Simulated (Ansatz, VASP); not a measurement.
**Two plane-wave programs on Sr2ZrO3**

```
Sr Zr O
1.0
     3.46655    0.00000    0.00000
    -1.73328    3.00212    0.00000
     0.00000    0.00000    8.71560
Sr Zr O
2 1 3
Direct
  0.33333 0.66667 0.17644
  0.66667 0.33333 0.82356
  0.00000 0.00000 0.50000
  0.33333 0.66667 0.63732
  0.66667 0.33333 0.36268
  0.00000 0.00000 0.00000
```

Change from the starting cell: species swapped into the Sn2Pd3Au type (P-3m1, No. 164).

Alike in both runs: task relaxation of cell and atoms; functional PBE; k mesh 12 × 12 × 6; occupations gaussian, width 0.1 eV; no spin polarisation.

```csv
,VASP,Ansatz
version,VASP 6.6.1,Ansatz 0.2.0
potentials or method,"VASP PAW PBE potentials, release 64 (Sr_sv, Zr_sv, O), cutoff 600 eV","scalar-relativistic, plane waves, PAW"
valence electrons in the cell,50,50
```

```csv
,VASP,Ansatz,Ansatz less VASP
"gap on the k mesh at the Fermi level, each at its own relaxed structure (eV)",none,none,-
relaxed volume (Å³/atom),15.21,15.14,-0.070
relaxed length of the cell vector where the two differ most in proportion (Å),3.480,3.474,-0.0060
```

A gap of «none» marks a metal or a gap that the smearing closes.
